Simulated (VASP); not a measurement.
# ScNb (P-6m2) in VASP: notebook

ScNb is run at these levels: PBE, r2SCAN; tasks: single point.

Everything below comes from runs of VASP 6.6.1. Logs are shortened: lines on timing, memory, paths and dates and some standing lists are left out, and cuts for length are marked.

## (1) The cell of the first run

The structure is hexagonal, space group P-6m2 (No. 187). The conventional cell has a = 3.066 Å, b = 3.066 Å, c = 5.072 Å, α = 90.00°, β = 90.00°, γ = 120.00°. Nb (site symmetry -6m2) has 6 Nb at 3.07 Å and 6 Sc at 3.09 Å within 4.0 Å. Within 4.0 Å of Sc (site symmetry -6m2) lie 6 Sc at 3.07 Å and 6 Nb at 3.09 Å.

## (2) Single point, PBE

Contents of INCAR:

```
SYSTEM = ScNb
PREC     = Accurate       ! precision mode
ENCUT    = 520            ! plane-wave cutoff, eV
EDIFF    = 1E-7           ! SCF threshold, eV
ISMEAR   = 0              ! smearing method
SIGMA    = 0.05           ! smearing width, eV
LREAL    = .False.        ! projectors in reciprocal space
LASPH    = .True.         ! aspherical terms in the spheres
NELM     = 80             ! most SCF steps
ALGO     = Normal         ! electronic algorithm
ISIF     = 2              ! what is computed and relaxed
LWAVE    = .False.        ! write WAVECAR
LCHARG   = .True.         ! write CHGCAR
GGA      = PE             ! functional
LELF     = .True.         ! ELF
LVHAR    = .True.       
NBANDS   = 19             ! bands
```

Contents of KPOINTS:

```
Automatic mesh
0
Gamma
  8 8 5
  0 0 0
```

Contents of POSCAR:

```
ScNb
1.0
    3.0656443612      0.0000000000      0.0000000000
   -1.5328221806      2.6549258957      0.0000000000
    0.0000000000      0.0000000000      5.0721940000
Nb Sc
1 1
Direct
    0.3333333333      0.6666666667      0.5000000000
    0.0000000000      0.0000000000      0.0000000000
```

Potentials or basis: VASP PAW PBE potentials, release 64 (Nb_sv, Sc_sv).

Launch:

```
$ cat potpaw_PBE.64/Nb_sv/POTCAR potpaw_PBE.64/Sc_sv/POTCAR > POTCAR
$ mpirun -np 1 vasp_std > vasp.out
```

OUTCAR:

```text
SYSTEM = ScNb
   PREC = Accurate
   ENCUT = 520
   EDIFF = 1E-7
   ISMEAR = 0
   LREAL = .False.
   LASPH = .True.
   NELM = 80
   ISIF = 2
   GGA = PE

 ion  position               nearest neighbor table
   1  0.333  0.667  0.500-   2 3.09   2 3.09   2 3.09   2 3.09   2 3.09   2 3.09
   2  0.000  0.000  0.000-   1 3.09   1 3.09   1 3.09   1 3.09   1 3.09   1 3.09

  LATTYP: Found a hexagonal cell.
 ALAT       =     3.0656443612
 C/A-ratio  =     1.6545278585

  Lattice vectors:

 A1 = (   3.0656443612,   0.0000000000,   0.0000000000)
 A2 = (  -1.5328221806,   2.6549258957,   0.0000000000)
 A3 = (   0.0000000000,   0.0000000000,   5.0721940000)

Analysis of symmetry for initial positions (statically):
=====================================================================
 Subroutine PRICEL returns:
 Original cell was already a primitive cell.

 Routine SETGRP: Setting up the symmetry group for a
 hexagonal supercell.

 Subroutine GETGRP returns: Found 12 space group operations
 (whereof 12 operations were pure point group operations)
 out of a pool of 24 trial point group operations.

The static configuration has the point symmetry D_3h.

Analysis of symmetry for dynamics (positions and initial velocities):
=====================================================================
 Subroutine PRICEL returns:
 Original cell was already a primitive cell.

 Routine SETGRP: Setting up the symmetry group for a
 hexagonal supercell.

 Subroutine GETGRP returns: Found 12 space group operations
 (whereof 12 operations were pure point group operations)
 out of a pool of 24 trial point group operations.

The dynamic configuration has the point symmetry D_3h.

 Subroutine INISYM returns: Found 12 space group operations
 (whereof 12 operations are pure point group operations),
 and found     1 'primitive' translations

----------------------------------------------------------------------------------------

                                     Primitive cell

  volume of cell :      41.2829

  direct lattice vectors                    reciprocal lattice vectors
     3.065644361  0.000000000  0.000000000     0.326195697  0.188329174  0.000000000
    -1.532822181  2.654925896  0.000000000     0.000000000  0.376658347  0.000000000
     0.000000000  0.000000000  5.072194000     0.000000000  0.000000000  0.197153342

  length of vectors
     3.065644361  3.065644361  5.072194000     0.376658347  0.376658347  0.197153342

  position of ions in fractional coordinates (direct lattice)
     0.333333333  0.666666667  0.500000000
     0.000000000  0.000000000  0.000000000

  ion indices of the primitive-cell ions
   primitive index   ion index
                 1           1
                 2           2

----------------------------------------------------------------------------------------

 KPOINTS: Automatic mesh

Automatic generation of k-mesh.
 Grid dimensions read from file:
 generate k-points for:    8    8    5

 Generating k-lattice:

  Cartesian coordinates                     Fractional coordinates (reciprocal lattice)
     0.040774462  0.023541147  0.000000000     0.125000000 -0.000000000  0.000000000
     0.000000000  0.047082293  0.000000000     0.000000000  0.125000000  0.000000000
     0.000000000  0.000000000  0.039430668     0.000000000  0.000000000  0.200000000

  Length of vectors
     0.047082293  0.047082293  0.039430668

  Shift w.r.t. Gamma in fractional coordinates (k-lattice)
     0.000000000  0.000000000  0.000000000

 Subroutine IBZKPT returns following result:
 ===========================================

 Found     30 irreducible k-points:

 Following reciprocal coordinates:
            Coordinates               Weight
  0.000000  0.000000  0.000000      1.000000
  0.125000 -0.000000  0.000000      6.000000
  0.250000 -0.000000  0.000000      6.000000
  0.375000 -0.000000  0.000000      6.000000
  0.500000 -0.000000  0.000000      3.000000
  0.125000  0.125000  0.000000      6.000000
[... 16 lines left out ...]
  0.250000 -0.000000  0.400000     12.000000
  0.375000 -0.000000  0.400000     12.000000
 [... further k-points ...]
   k-points           NKPTS =     30   k-points in BZ     NKDIM =     30   number of bands    NBANDS=     19
   number of dos      NEDOS =    301   number of ions     NIONS =      2
   total plane-waves  NPLWV =  23040
   dimension x,y,z NGX =    24 NGY =   24 NGZ =   40
   dimension x,y,z NGXF=    48 NGYF=   48 NGZF=   80
   ions per type =               1   1
   NGX,Y,Z   is equivalent  to a cutoff of  13.01, 13.01, 13.11 a.u.
   NGXF,Y,Z  is equivalent  to a cutoff of  26.03, 26.03, 26.22 a.u.
 SYSTEM =  ScNb
   PREC   = accura    normal or accurate (medium, high low for compatibility)
   ISTART =      0    job   : 0-new  1-cont  2-samecut
   ICHARG =      2    charge: 1-file 2-atom 10-const
   ISPIN  =      1    spin polarized calculation?
   LNONCOLLINEAR =      F non collinear calculations
   LSORBIT =      F    spin-orbit coupling
   LASPH  =      T    aspherical Exc in radial PAW
   ENCUT  =  520.0 eV  38.22 Ry    6.18 a.u.   5.70  5.70  9.43*2*pi/ulx,y,z
   NELM   =     80;   NELMIN=  2; NELMDL= -5     # of ELM steps
   EDIFF  = 0.1E-06   stopping-criterion for ELM
   LREAL  =      F    real-space projection
   EDIFFG = 0.1E-05   stopping-criterion for IOM
   NSW    =      0    number of steps for IOM
   IBRION =     -1    ionic relax: 0-MD 1-quasi-New 2-CG
   NFREE  =      0    steps in history (QN), initial steepest desc. (CG)
   ISIF   =      2    stress and relaxation
   ISYM   =      2    0-nonsym 1-usesym 2-fastsym
   POTIM  = 0.5000    time-step for ionic-motion
   TEBEG  =    0.0;   TEEND  =   0.0 temperature during run
   PSTRESS=    0.0 pullay stress
   NELECT =      24.0000    total number of electrons
   NUPDOWN=      -1.0000    fix difference up-down
   EMIN   =  10.00;   EMAX   =-10.00  energy-range for DOS
   EFERMI =   0.00;   METHOD = LEGACY
   ISMEAR =     0;   SIGMA  =   0.05  broadening in eV -4-tet -1-fermi 0-gaus
   EFERMI_NEDOS =   21; number of points for ismear=-14 and -15
   IALGO  =     38    algorithm
   IMIX   =      4    mixing-type and parameters
     AMIX     =   0.40;   BMIX     =  1.00
     AMIX_MAG =   1.60;   BMIX_MAG =  1.00
  volume/ion in A,a.u.               =      20.64       139.30
  Fermi-wavevector in a.u.,A,eV,Ry     =   1.366329  2.581987 25.400097  1.866854
  Thomas-Fermi vector in A             =   2.492479
   LORBIT       =      0    0 simple, 1 ext, 2 COOP (PROOUT), +10 PAW based schemes
   GGA     = PE    functional components
   LHFCALC =     F    Hartree Fock is set to
   AEXX    =    0.0000 exact exchange contribution
   IVDW    =     0    specifies the selected vdW correction
   LEPSILON=     F    determine dielectric tensor
   LRPA    =     F    only Hartree local field effects (RPA)
 non-spin polarized calculation
 Gauss-broadening in eV      SIGMA  =   0.05
  energy-cutoff  :      520.00
  volume of cell :       41.28
 maximum number of plane-waves:      1128
 NGX is ok and might be reduce to    24
   NGX = 11   NGY = 11   NGZ = 19

 number of electron      24.0000000 magnetization

 Free energy of the ion-electron system (eV)
  ---------------------------------------------------
  ext. energy  EPLUGINS =         0.00000000
  ---------------------------------------------------
  free energy    TOTEN  =       -16.06475530 eV

  energy without entropy =      -16.06389350  energy(sigma->0) =      -16.06432440

 E-fermi :   7.2136     XC(G=0): -11.2154

 val. band max:        7.1046864226   @ k =   0.2500   0.2500   0.4000
 cond. band min:       7.2589158617   @ k =   0.2500   0.2500   0.0000
 fundamental gap:      0.1542294391
 Fermi energy:         7.2135529354

 k-point     1 :       0.0000    0.0000    0.0000
  band No.  band energies     occupation
      1     -47.5266      2.00000
      2     -41.8292      2.00000
      3     -23.6627      2.00000
      4     -23.1597      2.00000
      5     -23.1597      2.00000
      6     -20.4381      2.00000
[... 11 lines left out ...]
     18       9.4246      0.00000
     19      11.3389      0.00000

 k-point     2 :       0.1250   -0.0000    0.0000
  band No.  band energies     occupation
      1     -47.5134      2.00000
      2     -41.8168      2.00000
      3     -23.6426      2.00000
      4     -23.2648      2.00000
      5     -23.1841      2.00000
      6     -20.4322      2.00000
[... 11 lines left out ...]
     18       9.5888      0.00000
     19      11.4662      0.00000

 k-point     3 :       0.2500   -0.0000    0.0000
  band No.  band energies     occupation
      1     -47.4812      2.00000
      2     -41.7866      2.00000
      3     -23.5935      2.00000
      4     -23.5129      2.00000
      5     -23.2425      2.00000
      6     -20.4755      2.00000
[... 11 lines left out ...]
     18      10.4118      0.00000
     19      11.6453      0.00000

 k-point     4 :       0.3750   -0.0000    0.0000
  band No.  band energies     occupation
      1     -47.4489      2.00000
      2     -41.7563      2.00000
      3     -23.7534      2.00000
      4     -23.5440      2.00000
      5     -23.3002      2.00000
      6     -20.6685      2.00000
[... 11 lines left out ...]
     18      11.4285      0.00000
     19      11.7323      0.00000

 k-point     5 :       0.5000   -0.0000    0.0000
  band No.  band energies     occupation
      1     -47.4354      2.00000
      2     -41.7437      2.00000
      3     -23.8510      2.00000
      4     -23.5233      2.00000
      5     -23.3239      2.00000
      6     -20.7469      2.00000
[... 11 lines left out ...]
     18      11.9891      0.00000
     19      12.6505      0.00000
[... 334 lines left out ...]
      2     -41.8303      2.00000
      3     -23.6291      2.00000
      4     -23.1592      2.00000
      5     -23.1592      2.00000
      6     -20.4894      2.00000
[... 11 lines left out ...]
     18      10.4440      0.00000
     19      11.1793      0.00000

 k-point    22 :       0.1250   -0.0000    0.4000
  band No.  band energies     occupation
      1     -47.5131      2.00000
      2     -41.8177      2.00000
      3     -23.6148      2.00000
      4     -23.2662      2.00000
      5     -23.1834      2.00000
      6     -20.4741      2.00000
[... 11 lines left out ...]
     18      10.4938      0.00000
     19      11.1619      0.00000

 k-point    23 :       0.2500   -0.0000    0.4000
  band No.  band energies     occupation
      1     -47.4810      2.00000
      2     -41.7872      2.00000
      3     -23.5803      2.00000
      4     -23.5175      2.00000
      5     -23.2414      2.00000
      6     -20.4691      2.00000
[... 11 lines left out ...]
     18      10.6986      0.00000
     19      11.1177      0.00000

 k-point    24 :       0.3750   -0.0000    0.4000
  band No.  band energies     occupation
      1     -47.4488      2.00000
      2     -41.7565      2.00000
      3     -23.7606      2.00000
      4     -23.5454      2.00000
      5     -23.2988      2.00000
      6     -20.6556      2.00000
[... 11 lines left out ...]
     18      11.1859      0.00000
     19      11.5762      0.00000

 [... further k-points ...]
[... 5 lines left out ...]
  --------------------------------------------------------------------------------------
  -------------------------------------------------------------------------------------
  Total        0.0742261      0.0742261     -0.2254583      0.0000000      0.0000000      0.0000000
  in kB        2.8806929      2.8806929     -8.7499733      0.0000000      0.0000000      0.0000000
  external PRESSURE =      -0.9961958 kB  Pullay stress =       0.0000000 kB

 VOLUME and BASIS-vectors are now :
 -----------------------------------------------------------------------------
  energy-cutoff  :      520.00
  volume of cell :       41.28
      direct lattice vectors                 reciprocal lattice vectors
     3.065644361  0.000000000  0.000000000     0.326195697  0.188329174  0.000000000
    -1.532822181  2.654925896  0.000000000     0.000000000  0.376658347  0.000000000
     0.000000000  0.000000000  5.072194000     0.000000000  0.000000000  0.197153342

 POSITION                                       TOTAL-FORCE (eV/Angst)
 -----------------------------------------------------------------------------------
     -0.00000      1.76995      2.53610         0.000000      0.000000      0.000000
      0.00000      0.00000      0.00000        -0.000000     -0.000000      0.000000
 -----------------------------------------------------------------------------------
    total drift:                                0.000000     -0.000000     -0.000000

  FREE ENERGIE OF THE ION-ELECTRON SYSTEM (eV)
  ---------------------------------------------------
  free  energy   TOTEN  =       -16.0647553024 eV

  energy  without entropy=      -16.0638934960  energy(sigma->0) =      -16.06432440
```

Wall time 22 s (1 thread of Intel Xeon 6975P-C (Granite Rapids), shared host); peak memory 0.16 GiB.

What came out:

* Free energy: -16.0648 eV
* Pressure: -0.1 GPa
* Band gap on the k mesh: zero (band 12 reaches 7.79 eV, above the bottom of band 13 at 7.01 eV)

## (3) Single point, r2SCAN

POSCAR is that of step 2.

Contents of INCAR.step1:

```
  PREC = Accurate
  ENCUT = 520
  ISMEAR = 1
  SIGMA = 0.1
  LREAL = F
  LASPH = T
  NELM = 80
  NBANDS = 19
  GGA = PE
  ALGO = Normal
  EDIFF = 1E-4
  LWAVE = T
  LCHARG = F
```

Contents of INCAR.step2:

```
  PREC = Accurate
  ENCUT = 520
  EDIFF = 1E-6
  ISMEAR = 1
  SIGMA = 0.1
  LREAL = F
  LASPH = T
  NELM = 80
  ALGO = Normal
  ISIF = 2
  LWAVE = F
  LCHARG = T
  METAGGA = R2SCAN
  LMIXTAU = T
  LELF = T
  LVHAR = T
  NBANDS = 19
  ISTART = 1
```

Contents of KPOINTS:

```
Automatic mesh
0
Gamma
  8 8 5
```

Potentials or basis: VASP PAW PBE potentials, release 64 (Nb_sv, Sc_sv).

Launch:

```
$ cat potpaw_PBE.64/Nb_sv/POTCAR potpaw_PBE.64/Sc_sv/POTCAR > POTCAR
$ cp INCAR.step1 INCAR
$ mpirun -np 1 vasp_std > vasp.out
$ cp INCAR.step2 INCAR
$ mpirun -np 1 vasp_std > vasp.out
```

Run time: 70 s. Hardware: 1 thread of Intel Xeon 6975P-C (Granite Rapids), shared host; peak memory 0.18 GiB.

Results (log left out):

| Item | Value |
| --- | --- |
| Free energy | -35.7983 eV |
| Pressure | 0.2 GPa |
| Band gap on the k mesh | zero (band 12 reaches 7.91 eV, above the bottom of band 13 at 7.02 eV) |

Stress tensor (GPa, compression positive):
```
 0.53  0.00  0.00
 0.00  0.53  0.00
 0.00  0.00 -0.40
```

Levels at points of the mesh, in eV from the Fermi level:
```csv
k point,band 9,band 10,band 11,band 12,band 13,band 14,band 15,band 16
"(0.00, 0.00, 0.00)",-6.05,-3.03,0.65,0.66,0.66,1.16,2.27,2.27
"(0.50, 0.00, 0.00)",-2.92,-2.13,-1.90,-0.30,0.99,1.03,1.69,4.66
```

Caveat: the PAW data sets were made with another functional, which shifts forces and pressure a little.

## (4) Single point, r2SCAN

POSCAR is that of step 3.

Contents of INCAR.step1:

```
SYSTEM = ScNb
PREC = Accurate ; ENCUT = 520
ISMEAR = 1 ; SIGMA = 0.1
LREAL = .False. ; LASPH = .True.
NELM = 60 ; NBANDS = 19
GGA = PE ; ALGO = Normal
EDIFF = 1E-4 ; LWAVE = .True.
LCHARG = .False.
```

Contents of INCAR.step2:

```
SYSTEM = ScNb
PREC = Accurate ; ENCUT = 520
EDIFF = 1E-7 ; ISMEAR = 1
SIGMA = 0.1 ; LREAL = .False.
LASPH = .True. ; NELM = 60
ALGO = Normal ; ISIF = 2
LWAVE = .False. ; LCHARG = .False.
METAGGA = R2SCAN ; LMIXTAU = .True.
NBANDS = 19 ; ISTART = 1
```

Contents of KPOINTS:

```
Automatic mesh
0
Gamma
  8 8 5
  0 0 0
```

Launch:

```
$ cat potpaw_PBE.64/Nb_sv/POTCAR potpaw_PBE.64/Sc_sv/POTCAR > POTCAR
$ cp INCAR.step1 INCAR
$ mpirun -np 1 vasp_std > vasp.out
$ cp INCAR.step2 INCAR
$ mpirun -np 1 vasp_std > vasp.out
```

It took 74 s on 1 thread of Intel Xeon 6975P-C (Granite Rapids), shared host; peak memory 0.18 GiB.

The run converged. Its results:

- Free energy: -35.7983 eV
- Pressure: 0.2 GPa
- Band gap on the k mesh: zero (band 12 reaches 7.91 eV, above the bottom of band 13 at 7.02 eV)

Stress tensor (GPa, compression positive):
```
 0.53  0.00  0.00
 0.00  0.53  0.00
 0.00  0.00 -0.40
```

Levels at points of the mesh, in eV from the Fermi level:
| k point | band 10 | band 11 | band 12 | band 13 | band 14 | band 15 |
| --- | --- | --- | --- | --- | --- | --- |
| (0.00, 0.00, 0.00) | -3.03 | 0.65 | 0.66 | 0.66 | 1.16 | 2.27 |
| (0.50, 0.00, 0.00) | -2.13 | -1.90 | -0.30 | 0.99 | 1.03 | 1.69 |

Caveat: the PAW data sets were made with another functional, which shifts forces and pressure a little.
